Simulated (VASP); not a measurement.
Pt: single point with PBE

The system is Pt.

```
Pt
1.0
    -1.93404    3.86347    1.88404
     1.97066   -1.92216    3.78553
     1.92941    1.91972    0.01940
Pt
4
Direct
  0.96729 0.98120 0.01055
  0.98887 0.51232 0.47364
  0.49502 0.74474 0.74222
  0.50090 0.22219 0.26566
```

```
Program                : VASP 6.6.1
Task                   : single point
Functional             : PBE
Potentials or basis    : VASP PAW PBE potentials, release 64 (Pt)
Cutoff                 : 520 eV
k mesh                 : 3 × 3 × 6
Occupations            : fermi-dirac, width 0.05 eV
Spin                   : no spin polarisation
Dipole correction      : no
Further INCAR settings : ALGO = Normal; EDIFF = 1e-06; NBANDS = 28
```

| Property | Result |
| --- | --- |
| Pressure | 39.1 GPa |
| Largest force | 3.444 eV/Å |
| Band gap on the k mesh | zero (band 20 reaches 13.06 eV, above the bottom of band 21 at 11.90 eV) |

Forces on the atoms (eV/Å):
```
Pt  -1.108  0.580  3.209
Pt  -0.936  2.084 -1.530
Pt   0.498 -0.088 -2.550
Pt   1.547 -2.576  0.871
```

Stress tensor (GPa, compression positive):
```
36.60 -2.99 -2.73
-2.99 39.73 -1.60
-2.73 -1.60 41.02
```

Levels at points of the mesh, in eV from the Fermi level:
```tsv
k point	band 16	band 17	band 18	band 19	band 20	band 21	band 22	band 23	band 24	band 25
(0.00, 0.00, 0.00)	-1.96	-1.64	-0.71	-0.08	0.06	0.11	0.28	3.12	3.39	6.29
(0.00, 0.00, 0.50)	-1.72	-1.02	-0.57	-0.02	0.07	1.83	2.14	5.43	5.86	7.03
```

Wall time 20 s on 1 thread of Intel(R) Xeon(R) 6975P-C (Granite Rapids) (shared host), peak memory 0.18 GiB.

Caveat: the k points lie up to 0.47 Å⁻¹ apart; spin-orbit coupling is left out, which moves the levels of the heavy elements; forces of over 1 eV/Å act on the atoms, so gaps and moduli don't describe the material at rest.
